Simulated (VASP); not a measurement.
Input of a VASP 6.6.1 run:

Contents of INCAR:

```
SYSTEM = ZrB2
PREC = Accurate
ENCUT = 600
EDIFF = 1E-7
ISMEAR = 0
SIGMA = 0.1
LREAL = .FALSE.
LASPH = .TRUE.
NELM = 100
ALGO = Normal
ISIF = 3
LWAVE = .FALSE.
LCHARG = .FALSE.
GGA = PE
IBRION = 2
NSW = 100
EDIFFG = -0.005
```

KPOINTS

```
regular mesh
0
G
  15 15 12
  0 0 0
```

Contents of POSCAR:

```
ZrB2
1.0
    3.1675246616      0.0000000000      0.0000000000
   -1.5837623308      2.7431568240      0.0000000000
    0.0000000000      0.0000000000      3.5523880600
Zr B
1 2
Direct
    0.0000000000      0.0000000000      0.0000000000
    0.3333333300      0.6666666700      0.5000000000
    0.6666666700      0.3333333300      0.5000000000
```

Potentials or basis: VASP PAW PBE potentials, release 64 (Zr_sv, B).

Launch:

```console
$ cat potpaw_PBE.64/Zr_sv/POTCAR potpaw_PBE.64/B/POTCAR > POTCAR
$ mpirun -np 1 vasp_std > vasp.out
```

What does it give for the band gap on the k mesh?

Zero (band 9 reaches 11.27 eV, above the bottom of band 10 at 10.25 eV).

Step by step:
```
step  energy change (eV)  largest force (eV/Å)  pressure (GPa)  volume (Å³)
   1              0.0000                0.0000            0.05        30.87
   2             -0.0003                0.0000           -0.11        30.88
   3             -0.0003                0.0000           -0.11        30.88
   4             -0.0003                0.0000            0.12        30.85
   5             -0.0003                0.0000            0.01        30.86
```
